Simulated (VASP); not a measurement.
# AlOsC4N4 (P-43m) in VASP: relaxation of cell and atoms with PBE

Aim: the relaxation of cell and atoms of AlOsC4N4 with PBE.

Everything below comes from runs of VASP 6.6.1. Logs are shortened: lines on timing, memory, paths and dates and some standing lists are left out, and cuts for length are marked.

## 1. The cell of the first run

It takes space group P-43m (No. 215, cubic). Conventional cell: a = 5.808 Å, b = 5.808 Å, c = 5.808 Å, α = 90.00°, β = 90.00°, γ = 90.00°. Within 2.5 Å of Al (site symmetry -43m) lie 4 C at 1.88 Å. Within 2.6 Å of Os (site symmetry -43m) lie 4 N at 1.98 Å. Within 1.6 Å of C (site symmetry 3m) lie 1 N at 1.17 Å. N (site symmetry 3m) has 1 C at 1.17 Å within 1.6 Å.

## 2. Relaxation of cell and atoms, PBE, collinear spin

Input file INCAR:

```
SYSTEM = AlOsC4N4
  PREC = Accurate
  ENCUT = 600
  EDIFF = 1E-7
  ISMEAR = 0
  SIGMA = 0.1
  LREAL = .False.
  LASPH = .True.
  NELM = 150
  ALGO = Normal
  ISIF = 3
  LWAVE = .False.
  LCHARG = .False.
  ISPIN = 2
  MAGMOM = 0 1 0 0 0 0 0 0 0 0
  LORBIT = 11
  LMAXMIX = 4
  GGA = PE
  IBRION = 2
  NSW = 90
  EDIFFG = -0.04
```

Input file KPOINTS:

```
regular mesh
0
Gamma
  4 4 4
  0 0 0
```

Input file POSCAR:

```
AlOsC4N4
1.0
    5.8081437100      0.0000000000      0.0000000000
    0.0000000000      5.8081437100      0.0000000000
    0.0000000000      0.0000000000      5.8081437100
Al Os C N
1 1 4 4
Direct
    0.0000000000      0.0000000000      0.0000000000
    0.5000000000      0.5000000000      0.5000000000
    0.1863817100      0.1863817100      0.1863817100
    0.1863817100      0.8136182900      0.8136182900
    0.8136182900      0.1863817100      0.8136182900
    0.8136182900      0.8136182900      0.1863817100
    0.3026839000      0.3026839000      0.3026839000
    0.3026839000      0.6973161000      0.6973161000
    0.6973161000      0.3026839000      0.6973161000
    0.6973161000      0.6973161000      0.3026839000
```

Potentials or basis: VASP PAW PBE potentials, release 64 (Al, Os, C, N).

Started as:

```sh
cat potpaw_PBE.64/Al/POTCAR potpaw_PBE.64/Os/POTCAR potpaw_PBE.64/C/POTCAR potpaw_PBE.64/N/POTCAR > POTCAR
mpirun -np 1 vasp_std > vasp.out
```

OUTCAR:

```text
SYSTEM = AlOsC4N4
   PREC = Accurate
   ENCUT = 600
   EDIFF = 1E-7
   ISMEAR = 0
   LREAL = .False.
   LASPH = .True.
   NELM = 150
   ISIF = 3
   ISPIN = 2
   LORBIT = 11
   GGA = PE
   IBRION = 2
   NSW = 90
   EDIFFG = -0.04

 ion  position               nearest neighbor table
   1  0.000  0.000  0.000-   3 1.88   4 1.88   5 1.88   6 1.88
   2  0.500  0.500  0.500-   7 1.98   8 1.98   9 1.98  10 1.98
   3  0.186  0.186  0.186-   7 1.17   1 1.88
   4  0.186  0.814  0.814-   8 1.17   1 1.88
   5  0.814  0.186  0.814-   9 1.17   1 1.88
   6  0.814  0.814  0.186-  10 1.17   1 1.88
   7  0.303  0.303  0.303-   3 1.17   2 1.98
   8  0.303  0.697  0.697-   4 1.17   2 1.98
   9  0.697  0.303  0.697-   5 1.17   2 1.98
  10  0.697  0.697  0.303-   6 1.17   2 1.98

  LATTYP: Found a simple cubic cell.
 ALAT       =     5.8081437100

  Lattice vectors:

 A1 = (   5.8081437100,   0.0000000000,   0.0000000000)
 A2 = (   0.0000000000,   5.8081437100,   0.0000000000)
 A3 = (   0.0000000000,   0.0000000000,   5.8081437100)

Analysis of symmetry for initial positions (statically):
=====================================================================
 Subroutine PRICEL returns:
 Original cell was already a primitive cell.

 Routine SETGRP: Setting up the symmetry group for a
 simple cubic supercell.

 Subroutine GETGRP returns: Found 24 space group operations
 (whereof 24 operations were pure point group operations)
 out of a pool of 48 trial point group operations.

The static configuration has the point symmetry T_d .

Analysis of symmetry for dynamics (positions and initial velocities):
=====================================================================
 Subroutine PRICEL returns:
 Original cell was already a primitive cell.

 Routine SETGRP: Setting up the symmetry group for a
 simple cubic supercell.

 Subroutine GETGRP returns: Found 24 space group operations
 (whereof 24 operations were pure point group operations)
 out of a pool of 48 trial point group operations.

The dynamic configuration has the point symmetry T_d .

Analysis of structural, dynamic, and magnetic symmetry:
=====================================================================
 Subroutine PRICEL returns:
 Original cell was already a primitive cell.

 Routine SETGRP: Setting up the symmetry group for a
 simple cubic supercell.

 Subroutine GETGRP returns: Found 24 space group operations
 (whereof 24 operations were pure point group operations)
 out of a pool of 48 trial point group operations.

The overall configuration has the point symmetry T_d .

 Subroutine INISYM returns: Found 24 space group operations
 (whereof 24 operations are pure point group operations),
 and found     1 'primitive' translations

----------------------------------------------------------------------------------------

                                     Primitive cell

  volume of cell :     195.9350

  direct lattice vectors                    reciprocal lattice vectors
     5.808143710  0.000000000  0.000000000     0.172172048  0.000000000  0.000000000
     0.000000000  5.808143710  0.000000000     0.000000000  0.172172048  0.000000000
     0.000000000  0.000000000  5.808143710     0.000000000  0.000000000  0.172172048

  length of vectors
     5.808143710  5.808143710  5.808143710     0.172172048  0.172172048  0.172172048

  position of ions in fractional coordinates (direct lattice)
     0.000000000  0.000000000  0.000000000
     0.500000000  0.500000000  0.500000000
     0.186381710  0.186381710  0.186381710
     0.186381710  0.813618290  0.813618290
     0.813618290  0.186381710  0.813618290
     0.813618290  0.813618290  0.186381710
     0.302683900  0.302683900  0.302683900
     0.302683900  0.697316100  0.697316100
     0.697316100  0.302683900  0.697316100
     0.697316100  0.697316100  0.302683900

  ion indices of the primitive-cell ions
   primitive index   ion index
                 1           1
                 2           2
                 3           3
                 4           4
                 5           5
                 6           6
                 7           7
                 8           8
                 9           9
                10          10
[... 43 lines left out ...]
   dimension x,y,z NGXF=    96 NGYF=   96 NGZF=   96
   ions per type =               1   1   4   4
   NGX,Y,Z   is equivalent  to a cutoff of  13.74, 13.74, 13.74 a.u.
   NGXF,Y,Z  is equivalent  to a cutoff of  27.48, 27.48, 27.48 a.u.
 SYSTEM =  AlOsC4N4
   PREC   = accura    normal or accurate (medium, high low for compatibility)
   ISTART =      0    job   : 0-new  1-cont  2-samecut
   ICHARG =      2    charge: 1-file 2-atom 10-const
   ISPIN  =      2    spin polarized calculation?
   LNONCOLLINEAR =      F non collinear calculations
   LSORBIT =      F    spin-orbit coupling
   LASPH  =      T    aspherical Exc in radial PAW
   ENCUT  =  600.0 eV  44.10 Ry    6.64 a.u.  11.60 11.60 11.60*2*pi/ulx,y,z
   NELM   =    150;   NELMIN=  2; NELMDL= -5     # of ELM steps
   EDIFF  = 0.1E-06   stopping-criterion for ELM
   LREAL  =      F    real-space projection
   EDIFFG = -.4E-01   stopping-criterion for IOM
   NSW    =     90    number of steps for IOM
   IBRION =      2    ionic relax: 0-MD 1-quasi-New 2-CG
   NFREE  =      1    steps in history (QN), initial steepest desc. (CG)
   ISIF   =      3    stress and relaxation
   ISYM   =      2    0-nonsym 1-usesym 2-fastsym
   POTIM  = 0.5000    time-step for ionic-motion
   TEBEG  =    0.0;   TEEND  =   0.0 temperature during run
   PSTRESS=    0.0 pullay stress
   NELECT =      47.0000    total number of electrons
   NUPDOWN=      -1.0000    fix difference up-down
   EMIN   =  10.00;   EMAX   =-10.00  energy-range for DOS
   EFERMI =   0.00;   METHOD = LEGACY
   ISMEAR =     0;   SIGMA  =   0.10  broadening in eV -4-tet -1-fermi 0-gaus
   EFERMI_NEDOS =   21; number of points for ismear=-14 and -15
   IALGO  =     38    algorithm
   IMIX   =      4    mixing-type and parameters
     AMIX     =   0.40;   BMIX     =  1.00
     AMIX_MAG =   1.60;   BMIX_MAG =  1.00
  volume/ion in A,a.u.               =      19.59       132.22
  Fermi-wavevector in a.u.,A,eV,Ry     =   1.017193  1.922216 14.077702  1.034682
  Thomas-Fermi vector in A             =   2.150580
   LORBIT       =     11    0 simple, 1 ext, 2 COOP (PROOUT), +10 PAW based schemes
   GGA     = PE    functional components
   LHFCALC =     F    Hartree Fock is set to
   AEXX    =    0.0000 exact exchange contribution
   IVDW    =     0    specifies the selected vdW correction
   LEPSILON=     F    determine dielectric tensor
   LRPA    =     F    only Hartree local field effects (RPA)
 conjugate gradient relaxation of ions
 spin polarized calculation
 Gauss-broadening in eV      SIGMA  =   0.10
  energy-cutoff  :      600.00
  volume of cell :      195.94
 maximum number of plane-waves:      6619
 NGX is ok and might be reduce to    48
   NGX = 23   NGY = 23   NGZ = 23

--------------------------------------- Ionic step        1  -------------------------------------------

 number of electron      46.9999988 magnetization       2.9922286

 Free energy of the ion-electron system (eV)
  ---------------------------------------------------
  ext. energy  EPLUGINS =         0.00000000
  ---------------------------------------------------
  free energy    TOTEN  =       -79.17564900 eV

  energy without entropy =      -79.17453020  energy(sigma->0) =      -79.17508960

------------------------ aborting loop because EDIFF is reached ----------------------------------------

  FORCE on cell =-STRESS in cart. coord.  units (eV):
  Direction    XX          YY          ZZ          XY          YZ          ZX
  --------------------------------------------------------------------------------------
  -------------------------------------------------------------------------------------
  Total        5.1907245      5.1907245      5.1907245      0.0000000      0.0000000      0.0000000
  in kB       42.4449962     42.4449962     42.4449962      0.0000000      0.0000000      0.0000000
  external PRESSURE =      42.4449962 kB  Pullay stress =       0.0000000 kB
[... 113 lines left out ...]
  FREE ENERGIE OF THE ION-ELECTRON SYSTEM (eV)
  ---------------------------------------------------
  free  energy   TOTEN  =       -79.2869365193 eV

  energy  without entropy=      -79.2852503947  energy(sigma->0) =      -79.28609346

[... ionic steps 4 to 9 ...]

--------------------------------------- Ionic step       10  -------------------------------------------

 number of electron      47.0000005 magnetization       2.9939116

------------------------ aborting loop because EDIFF is reached ----------------------------------------
[... 83 lines left out ...]
--------------------------------------- Ionic step       12  -------------------------------------------

 number of electron      47.0000005 magnetization       2.9932751

 Free energy of the ion-electron system (eV)
  ---------------------------------------------------
  ext. energy  EPLUGINS =         0.00000000
  ---------------------------------------------------
  free energy    TOTEN  =       -79.45003979 eV

  energy without entropy =      -79.44902706  energy(sigma->0) =      -79.44953343

 E-fermi :   0.4992     XC(G=0):  -7.2637

 val. band max:        0.3680582604   @ k =   0.5000   0.5000   0.0000
 cond. band min:       0.6024229784   @ k =   0.0000   0.0000   0.0000
 fundamental gap:      0.2343647180
 Fermi energy:         0.4992149783

 spin component 1

 k-point     1 :       0.0000    0.0000    0.0000
  band No.  band energies     occupation
      1     -18.5376      1.00000
      2     -18.3825      1.00000
      3     -18.3825      1.00000
      4     -18.3825      1.00000
      5      -9.9432      1.00000
      6      -8.7422      1.00000
[... 319 lines left out ...]
     29       3.7576      0.00000
     30       3.7576      0.00000
 Fermi energy:         0.4992149783

 spin component 2

 k-point     1 :       0.0000    0.0000    0.0000
  band No.  band energies     occupation
      1     -18.4419      1.00000
      2     -18.2911      1.00000
      3     -18.2911      1.00000
      4     -18.2911      1.00000
      5      -9.6913      1.00000
      6      -8.4120      1.00000
[... 356 lines left out ...]
  FREE ENERGIE OF THE ION-ELECTRON SYSTEM (eV)
  ---------------------------------------------------
  free  energy   TOTEN  =       -79.4500397913 eV

  energy  without entropy=      -79.4490270630  energy(sigma->0) =      -79.44953343

 reached required accuracy - stopping structural energy minimisation

 total charge

# of ion       s       p       d       tot
------------------------------------------
    1        0.355   0.433   0.000   0.788
    2        0.533   0.753   6.029   7.315
    3        0.938   1.673   0.000   2.611
    4        0.938   1.673   0.000   2.611
    5        0.938   1.673   0.000   2.611
    6        0.938   1.673   0.000   2.611
    7        1.285   2.576   0.000   3.861
    8        1.285   2.576   0.000   3.861
    9        1.285   2.576   0.000   3.861
   10        1.285   2.576   0.000   3.861
--------------------------------------------------
tot          9.778  18.184   6.029  33.991

 magnetization (x)

# of ion       s       p       d       tot
------------------------------------------
    1       -0.002   0.000   0.000  -0.001
    2        0.018   0.209   1.462   1.689
    3        0.011   0.109   0.000   0.121
    4        0.011   0.109   0.000   0.121
    5        0.011   0.109   0.000   0.121
    6        0.011   0.109   0.000   0.121
    7        0.007  -0.015   0.000  -0.008
    8        0.007  -0.015   0.000  -0.008
    9        0.007  -0.015   0.000  -0.008
   10        0.007  -0.015   0.000  -0.008
--------------------------------------------------
tot          0.088   0.586   1.462   2.136
```

It took 34 min on 1 thread of Intel Xeon 8259CL, shared host; peak memory 0.5 GiB.

Results:

```yaml
Free_energy: -79.4500 eV
Relaxed_volume: 20.54 Å³/atom
Relaxed_cell: a = 5.900 Å, b = 5.900 Å, c = 5.900 Å, α = 90.00°, β = 90.00°, γ = 90.00°
Space_group_after_relaxing_to_0.1_Å: P-43m (No. 215)
Energy_gained_by_relaxing: 27.4 meV/atom
Ionic_steps: 12
Pressure_after_relaxing: 0.0 GPa
Largest_force_after_relaxing: 0.036 eV/Å
Band_gap_on_the_k_mesh: 0.23 eV (least direct gap 0.62 eV)
Net_moment: 2.99 μB per cell
Site_moments: Al -0.00; Os +1.69; C +0.12; N -0.01 μB
Valence_electrons_inside_the_program's_atomic_spheres: Al 0.79; Os 7.32; C 2.61; N 3.86
```

Forces in eV/Å, atoms in the order of the input:
```
Al   0.000  0.000  0.000
Os   0.000  0.000  0.000
C    0.021  0.021  0.021
C    0.021 -0.021 -0.021
C   -0.021  0.021 -0.021
C   -0.021 -0.021  0.021
N   -0.006 -0.006 -0.006
N   -0.006  0.006  0.006
N    0.006 -0.006  0.006
N    0.006  0.006 -0.006
```

Step by step:
| step | energy change (eV) | largest force (eV/Å) | pressure (GPa) | volume (Å³) |
| --- | --- | --- | --- | --- |
| 1 | 0.0000 | 1.2970 | 4.24 | 195.94 |
| 2 | 0.3972 | 5.2736 | -6.70 | 211.03 |
| 3 | -0.1113 | 2.2537 | 0.28 | 200.46 |
| 4 | -0.2592 | 0.5750 | -0.46 | 205.96 |
| 5 | -0.2664 | 0.1338 | -0.60 | 207.47 |
| 6 | -0.2664 | 0.1454 | -0.61 | 207.61 |
| 7 | -0.2694 | 0.1661 | -0.41 | 207.08 |
| 8 | -0.2733 | 0.2142 | 0.11 | 205.77 |
| 9 | -0.2735 | 0.2304 | -0.18 | 205.50 |
| 10 | -0.2741 | 0.0655 | -0.05 | 205.62 |
| 11 | -0.2743 | 0.0531 | -0.02 | 205.53 |
| 12 | -0.2744 | 0.0358 | 0.02 | 205.41 |

Final structure:
```yaml
crystal:
  lattice:
    - [5.90027, 0.00000, 0.00000]
    - [0.00000, 5.90027, 0.00000]
    - [0.00000, 0.00000, 5.90027]
  atoms:
    - { symbol: Al, position: [0.00000, 0.00000, 0.00000] }
    - { symbol: Os, position: [0.50000, 0.50000, 0.50000] }
    - { symbol: C, position: [0.19152, 0.19152, 0.19152] }
    - { symbol: C, position: [0.19152, 0.80848, 0.80848] }
    - { symbol: C, position: [0.80848, 0.19152, 0.80848] }
    - { symbol: C, position: [0.80848, 0.80848, 0.19152] }
    - { symbol: N, position: [0.30711, 0.30711, 0.30711] }
    - { symbol: N, position: [0.30711, 0.69289, 0.69289] }
    - { symbol: N, position: [0.69289, 0.30711, 0.69289] }
    - { symbol: N, position: [0.69289, 0.69289, 0.30711] }
```

Caveat: spin-orbit coupling is left out, which moves the levels of the heavy elements. A k mesh can miss the band edges.
